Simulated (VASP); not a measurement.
# Ta (Im-3m) in VASP: notebook

Runs on Ta. Level: PBE. Tasks: relaxation of cell and atoms.

All numbers are computed with VASP 6.6.1; they aren't measurements. Logs are shortened: lines on timing, memory, paths and dates and some standing lists are left out, and cuts for length are marked.

## (1) The cell of the first run

It takes space group Im-3m (No. 229, cubic). The conventional cell has a = 3.216 Å, b = 3.216 Å, c = 3.216 Å, α = 90.00°, β = 90.00°, γ = 90.00°. Within 3.7 Å of Ta (site symmetry m-3m) lie 14 Ta at 2.79 to 3.22 Å.

## (2) Relaxation of cell and atoms, PBE, target pressure 20.8 GPa, at which the enthalpy is minimised

The input, INCAR:

```
SYSTEM = Ta
PREC     = Accurate       ! precision mode
ENCUT    = 600            ! plane-wave cutoff, eV
EDIFF    = 1E-7           ! SCF threshold, eV
ISMEAR   = 0              ! smearing method
SIGMA    = 0.1            ! smearing width, eV
LREAL    = .False.        ! projectors in reciprocal space
LASPH    = .True.         ! aspherical terms in the spheres
NELM     = 60             ! most SCF steps
ALGO     = Normal         ! electronic algorithm
ISIF     = 3              ! what is computed and relaxed
LWAVE    = .False.        ! write WAVECAR
LCHARG   = .False.        ! write CHGCAR
GGA      = PE             ! functional
IBRION   = 2              ! ionic algorithm
NSW      = 80             ! ionic steps
EDIFFG   = -0.05          ! ionic threshold
PSTRESS  = 208.0
```

The input, KPOINTS:

```
Automatic mesh
0
Gamma
  8 8 8
  0 0 0
```

The input, POSCAR:

```
Ta
1.0
   -1.6081817416      1.6081817416      1.6081817416
    1.6081817416     -1.6081817416      1.6081817416
    1.6081817416      1.6081817416     -1.6081817416
Ta
1
Direct
    0.0000000000      0.0000000000      0.0000000000
```

Potentials or basis: VASP PAW PBE potentials, release 64 (Ta_pv).

Started as:

```sh
> cat potpaw_PBE.64/Ta_pv/POTCAR > POTCAR
> mpirun -np 1 vasp_std > vasp.out
```

OUTCAR:

```text
SYSTEM = Ta
   PREC = Accurate
   ENCUT = 600
   EDIFF = 1E-7
   ISMEAR = 0
   LREAL = .False.
   LASPH = .True.
   NELM = 60
   ISIF = 3
   GGA = PE
   IBRION = 2
   NSW = 80
   EDIFFG = -0.05
   PSTRESS = 208.0

 ion  position               nearest neighbor table
   1  0.000  0.000  0.000-

  LATTYP: Found a body centered cubic cell.
 ALAT       =     3.2163634832

  Lattice vectors:

 A1 = (  -1.6081817416,   1.6081817416,   1.6081817416)
 A2 = (   1.6081817416,  -1.6081817416,   1.6081817416)
 A3 = (   1.6081817416,   1.6081817416,  -1.6081817416)

Analysis of symmetry for initial positions (statically):
=====================================================================
 Subroutine PRICEL returns:
 Original cell was already a primitive cell.

 Routine SETGRP: Setting up the symmetry group for a
 body centered cubic supercell.

 Subroutine GETGRP returns: Found 48 space group operations
 (whereof 48 operations were pure point group operations)
 out of a pool of 48 trial point group operations.

The static configuration has the point symmetry O_h .

Analysis of symmetry for dynamics (positions and initial velocities):
=====================================================================
 Subroutine PRICEL returns:
 Original cell was already a primitive cell.

 Routine SETGRP: Setting up the symmetry group for a
 body centered cubic supercell.

 Subroutine GETGRP returns: Found 48 space group operations
 (whereof 48 operations were pure point group operations)
 out of a pool of 48 trial point group operations.

The dynamic configuration has the point symmetry O_h .

 Subroutine INISYM returns: Found 48 space group operations
 (whereof 48 operations are pure point group operations),
 and found     1 'primitive' translations

----------------------------------------------------------------------------------------

                                     Primitive cell

  volume of cell :      16.6366

  direct lattice vectors                    reciprocal lattice vectors
    -1.608181742  1.608181742  1.608181742     0.000000000  0.310910134  0.310910134
     1.608181742 -1.608181742  1.608181742     0.310910134  0.000000000  0.310910134
     1.608181742  1.608181742 -1.608181742     0.310910134  0.310910134  0.000000000

  length of vectors
     2.785452484  2.785452484  2.785452484     0.439693327  0.439693327  0.439693327

  position of ions in fractional coordinates (direct lattice)
     0.000000000  0.000000000  0.000000000

  ion indices of the primitive-cell ions
[... 77 lines left out ...]
   NSW    =     80    number of steps for IOM
   IBRION =      2    ionic relax: 0-MD 1-quasi-New 2-CG
   NFREE  =      1    steps in history (QN), initial steepest desc. (CG)
   ISIF   =      3    stress and relaxation
   ISYM   =      2    0-nonsym 1-usesym 2-fastsym
   POTIM  = 0.5000    time-step for ionic-motion
   TEBEG  =    0.0;   TEEND  =   0.0 temperature during run
   PSTRESS=  208.0 pullay stress
   NELECT =      11.0000    total number of electrons
   NUPDOWN=      -1.0000    fix difference up-down
   EMIN   =  10.00;   EMAX   =-10.00  energy-range for DOS
   EFERMI =   0.00;   METHOD = LEGACY
   ISMEAR =     0;   SIGMA  =   0.10  broadening in eV -4-tet -1-fermi 0-gaus
   EFERMI_NEDOS =   21; number of points for ismear=-14 and -15
   IALGO  =     38    algorithm
   IMIX   =      4    mixing-type and parameters
     AMIX     =   0.40;   BMIX     =  1.00
     AMIX_MAG =   1.60;   BMIX_MAG =  1.00
  volume/ion in A,a.u.               =      16.64       112.27
  Fermi-wavevector in a.u.,A,eV,Ry     =   1.426212  2.695149 27.675328  2.034079
  Thomas-Fermi vector in A             =   2.546513
   LORBIT       =      0    0 simple, 1 ext, 2 COOP (PROOUT), +10 PAW based schemes
   GGA     = PE    functional components
   LHFCALC =     F    Hartree Fock is set to
   AEXX    =    0.0000 exact exchange contribution
   IVDW    =     0    specifies the selected vdW correction
   LEPSILON=     F    determine dielectric tensor
   LRPA    =     F    only Hartree local field effects (RPA)
 conjugate gradient relaxation of ions
 non-spin polarized calculation
 Gauss-broadening in eV      SIGMA  =   0.10
  energy-cutoff  :      600.00
  volume of cell :       16.64
 maximum number of plane-waves:       586
 NGX is ok and might be reduce to    24
   NGX = 11   NGY = 11   NGZ = 11

 number of electron      10.9999999 magnetization

 Free energy of the ion-electron system (eV)
  ---------------------------------------------------
  ext. energy  EPLUGINS =         0.00000000
  ---------------------------------------------------
  free energy    TOTEN  =       -11.74740663 eV

  energy without entropy =      -11.74416629  energy(sigma->0) =      -11.74578646

 E-fermi :   6.0865     XC(G=0): -13.0280

 val. band max:        6.0138408442   @ k =   0.2500   0.0000   0.0000
 cond. band min:       6.1250911488   @ k =  -0.2500   0.2500   0.1250
 fundamental gap:      0.1112503046
 Fermi energy:         6.0865201360

 k-point     1 :       0.0000    0.0000    0.0000
  band No.  band energies     occupation
      1     -26.5948      2.00000
      2     -26.5948      2.00000
      3     -26.5948      2.00000
      4      -2.0642      2.00000
      5       6.8797      0.00000
      6       6.8797      0.00000
      7       6.8797      0.00000
      8      10.4412      0.00000
      9      10.4412      0.00000
[... 265 lines left out ...]
 k-point    24 :      -0.3750    0.3750    0.2500
  band No.  band energies     occupation
      1     -27.7280      2.00000
      2     -27.2926      2.00000
      3     -27.1589      2.00000
      4       3.1466      2.00000
      5       3.8953      2.00000
      6       7.4878      0.00000
      7       8.2497      0.00000
      8      12.0739      0.00000
      9      12.2945      0.00000

 [... further k-points ...]
[... 5 lines left out ...]
  --------------------------------------------------------------------------------------
  -------------------------------------------------------------------------------------
  Total        2.1676715      2.1676715      2.1676715      0.0000000      0.0000000     -0.0000000
  in kB      208.7558564    208.7558564    208.7558564      0.0000000      0.0000000     -0.0000000
  external PRESSURE =       0.7558564 kB  Pullay stress =     208.0000000 kB

 VOLUME and BASIS-vectors are now :
 -----------------------------------------------------------------------------
  energy-cutoff  :      600.00
  volume of cell :       16.64
      direct lattice vectors                 reciprocal lattice vectors
    -1.608181742  1.608181742  1.608181742     0.000000000  0.310910134  0.310910134
     1.608181742 -1.608181742  1.608181742     0.310910134  0.000000000  0.310910134
     1.608181742  1.608181742 -1.608181742     0.310910134  0.310910134  0.000000000

 POSITION                                       TOTAL-FORCE (eV/Angst)
 -----------------------------------------------------------------------------------
      0.00000      0.00000      0.00000         0.000000     -0.000000      0.000000
 -----------------------------------------------------------------------------------
    total drift:                                0.000000      0.000000      0.000000

  FREE ENERGIE OF THE ION-ELECTRON SYSTEM (eV)
  ---------------------------------------------------
  free  energy   TOTEN  =       -11.7474066266 eV

  energy  without entropy=      -11.7441662893  energy(sigma->0) =      -11.74578646

  enthalpy is  TOTEN    =        -9.5875838085 eV   P V=        2.1598228181

 reached required accuracy - stopping structural energy minimisation
```

OSZICAR:

```text
N       E                     dE             d eps       ncg     rms          rms(c)
DAV:   1     0.606281907204E+02    0.60628E+02   -0.72246E+03   522   0.133E+03
DAV:   2    -0.113137117083E+02   -0.71942E+02   -0.70910E+02   633   0.285E+02
DAV:   3    -0.121387755683E+02   -0.82506E+00   -0.81816E+00   619   0.312E+01
DAV:   4    -0.121424868558E+02   -0.37113E-02   -0.37098E-02   574   0.196E+00
DAV:   5    -0.121425093079E+02   -0.22452E-04   -0.22451E-04   611   0.134E-01    0.156E+01
DAV:   6    -0.118475803334E+02    0.29493E+00   -0.30567E-01   537   0.695E+00    0.791E+00
DAV:   7    -0.117487719699E+02    0.98808E-01   -0.28189E-01   548   0.640E+00    0.386E-01
DAV:   8    -0.117474015257E+02    0.13704E-02   -0.27202E-03   596   0.710E-01    0.552E-02
DAV:   9    -0.117474099787E+02   -0.84531E-05   -0.28522E-05   572   0.732E-02    0.356E-02
DAV:  10    -0.117474066586E+02    0.33202E-05   -0.40264E-06   548   0.290E-02    0.312E-03
DAV:  11    -0.117474066266E+02    0.31933E-07   -0.90218E-08   367   0.450E-03
   1 F= -.95875838E+01 E0= -.95859636E+01  d E =-.958758E+01
```

Wall time 6.7 s (1 thread of Intel Xeon 6975P-C, shared host); peak memory 0.14 GiB.

Results:

```yaml
Free_energy: -11.7474 eV
Pressure_after_relaxing: 20.9 GPa
```

Final structure:
```xyz
1
Lattice="-1.6082 1.6082 1.6082 1.6082 -1.6082 1.6082 1.6082 1.6082 -1.6082" Properties=species:S:1:pos:R:3 pbc="T T T"
Ta    0.0000    0.0000    0.0000
```

Levels at points of the mesh, in eV from the Fermi level:
```
           k point  band 2  band 3  band 4  band 5  band 6  band 7  band 8  band 9
(0.00, 0.00, 0.00)  -32.68  -32.68   -8.15    0.79    0.79    0.79    4.35    4.35
(0.50, 0.00, 0.00)  -33.16  -32.69   -4.68   -1.73    2.05    4.30    5.42    8.67
(0.50, 0.50, 0.50)  -33.73  -33.73   -4.24   -4.24    7.58    7.58    7.58    9.49
```

Caveat: the relaxation stopped at its first step, so nothing moved; the cell is relaxed towards a set pressure, so the enthalpy falls and the energy may rise; spin-orbit coupling is left out, which moves the levels of the heavy elements.

## (3) Relaxation of cell and atoms, PBE, target pressure 10.6 GPa, at which the enthalpy is minimised

This run uses another cell than the first one, of 18.01 Å³/atom, 1.083 times its volume.

The input, INCAR:

```
SYSTEM = Ta
PREC = Accurate
ENCUT = 600
EDIFF = 1E-6
ISMEAR = 0
SIGMA = 0.1
LREAL = .False.
LASPH = .True.
NELM = 60
ALGO = Normal
ISIF = 3
LWAVE = .False.
LCHARG = .False.
GGA = PE
IBRION = 2
NSW = 80
EDIFFG = -0.05
PSTRESS = 106.0
```

The input, KPOINTS:

```
regular mesh
0
Gamma
  8 8 8
  0 0 0
```

The input, POSCAR:

```
Ta
1.0
   -1.6512800000      1.6512800000      1.6512800000
    1.6512800000     -1.6512800000      1.6512800000
    1.6512800000      1.6512800000     -1.6512800000
Ta
1
Direct
    0.0000000000      0.0000000000      0.0000000000
```

Potentials or basis: VASP PAW PBE potentials, release 64 (Ta_pv).

Started as:

```sh
> cat potpaw_PBE.64/Ta_pv/POTCAR > POTCAR
> mpirun -np 1 vasp_std > vasp.out
```

OUTCAR:

```text
SYSTEM = Ta
   PREC = Accurate
   ENCUT = 600
   EDIFF = 1E-6
   ISMEAR = 0
   LREAL = .False.
   LASPH = .True.
   NELM = 60
   ISIF = 3
   GGA = PE
   IBRION = 2
   NSW = 80
   EDIFFG = -0.05
   PSTRESS = 106.0

 ion  position               nearest neighbor table
   1  0.000  0.000  0.000-

  LATTYP: Found a body centered cubic cell.
 ALAT       =     3.3025600000

  Lattice vectors:

 A1 = (  -1.6512800000,   1.6512800000,   1.6512800000)
 A2 = (   1.6512800000,  -1.6512800000,   1.6512800000)
 A3 = (   1.6512800000,   1.6512800000,  -1.6512800000)

Analysis of symmetry for initial positions (statically):
=====================================================================
 Subroutine PRICEL returns:
 Original cell was already a primitive cell.

 Routine SETGRP: Setting up the symmetry group for a
 body centered cubic supercell.

[... 282 lines left out ...]
  free energy    TOTEN  =       -11.81075025 eV

  energy without entropy =      -11.80755820  energy(sigma->0) =      -11.80915423

 E-fermi :   5.8047     XC(G=0): -12.8256

 val. band max:        5.7161746847   @ k =   0.2500   0.0000   0.0000
 cond. band min:       5.8468356961   @ k =  -0.2500   0.2500   0.1250
 fundamental gap:      0.1306610113
 Fermi energy:         5.8046656613

 k-point     1 :       0.0000    0.0000    0.0000
  band No.  band energies     occupation
      1     -27.0641      2.00000
      2     -27.0641      2.00000
      3     -27.0641      2.00000
      4      -2.2488      2.00000
      5       6.5666      0.00000
      6       6.5666      0.00000
      7       6.5666      0.00000
      8       9.9855      0.00000
      9       9.9855      0.00000
[... 265 lines left out ...]
 k-point    24 :      -0.3750    0.3750    0.2500
  band No.  band energies     occupation
      1     -28.0669      2.00000
      2     -27.6844      2.00000
      3     -27.5639      2.00000
      4       2.9126      2.00000
      5       3.7064      2.00000
      6       7.1359      0.00000
      7       7.8600      0.00000
      8      11.5150      0.00000
      9      11.6696      0.00000

 [... further k-points ...]
[... 5 lines left out ...]
  --------------------------------------------------------------------------------------
  -------------------------------------------------------------------------------------
  Total        1.1370265      1.1370265      1.1370265     -0.0000000     -0.0000000      0.0000000
  in kB      105.3769080    105.3769080    105.3769080     -0.0000000     -0.0000000      0.0000000
  external PRESSURE =      -0.6230920 kB  Pullay stress =     106.0000000 kB
[... 20 lines left out ...]
  energy  without entropy=      -11.8075582044  energy(sigma->0) =      -11.80915423

  enthalpy is  TOTEN    =       -10.6670005002 eV   P V=        1.1437497526

 reached required accuracy - stopping structural energy minimisation
```

OSZICAR:

```text
N       E                     dE             d eps       ncg     rms          rms(c)
DAV:   1     0.499209269397E+02    0.49921E+02   -0.70786E+03   522   0.131E+03
DAV:   2    -0.114031121201E+02   -0.61324E+02   -0.60415E+02   629   0.256E+02
DAV:   3    -0.122675095474E+02   -0.86440E+00   -0.83839E+00   634   0.294E+01
[... 27 lines left out ...]
DAV:   1    -0.118109677051E+02    0.18707E-02   -0.73721E-03   532   0.126E+00    0.140E-01
DAV:   2    -0.118107895016E+02    0.17820E-03   -0.23990E-04   530   0.200E-01    0.472E-02
DAV:   3    -0.118107480967E+02    0.41405E-04   -0.13763E-04   541   0.145E-01    0.196E-02
DAV:   4    -0.118107501995E+02   -0.21028E-05   -0.16075E-06   498   0.150E-02    0.171E-03
DAV:   5    -0.118107502528E+02   -0.53301E-07   -0.18973E-07   262   0.519E-03
   4 F= -.10667001E+02 E0= -.10665404E+02  d E =-.222875E-01
```

CONTCAR:

```text
Ta
   1.00000000000000
    -1.6288905846229895    1.6288905846229895    1.6288905846229895
     1.6288905846229895   -1.6288905846229895    1.6288905846229895
     1.6288905846229895    1.6288905846229895   -1.6288905846229895
  Ta
     1
Direct
     0.0000000000000000    0.0000000000000000    0.0000000000000000

  0.00000000E+00  0.00000000E+00  0.00000000E+00
```

It took 18 s on 1 thread of Intel Xeon 6975P-C, shared host; peak memory 0.15 GiB.

Results:

| Item | Value |
| --- | --- |
| Free energy | -11.8108 eV |
| Relaxed volume | 17.29 Å³/atom |
| Relaxed cell | a = 2.821 Å, b = 2.821 Å, c = 2.821 Å, α = 109.47°, β = 109.47°, γ = 109.47° |
| Space group after relaxing (to 0.05 Å) | Im-3m (No. 229) |
| Energy change on relaxing (the enthalpy is what falls) | +25.5 meV/atom |
| Ionic steps | 4 |
| Pressure after relaxing | 10.5 GPa |

The path:
| step | energy change (eV) | largest force (eV/Å) | pressure (GPa) | volume (Å³) |
| --- | --- | --- | --- | --- |
| 1 | 0.0000 | 0.0000 | 1.15 | 18.01 |
| 2 | 0.3495 | 0.0000 | 47.08 | 15.38 |
| 3 | 0.0234 | 0.0000 | 10.07 | 17.32 |
| 4 | 0.0255 | 0.0000 | 10.54 | 17.29 |

Final structure:
```
Ta
1.0
    -1.62889    1.62889    1.62889
     1.62889   -1.62889    1.62889
     1.62889    1.62889   -1.62889
Ta
1
Direct
  0.00000 0.00000 0.00000
```

Caveat: the cell is relaxed towards a set pressure, so the enthalpy falls and the energy may rise; spin-orbit coupling is left out, which moves the levels of the heavy elements.
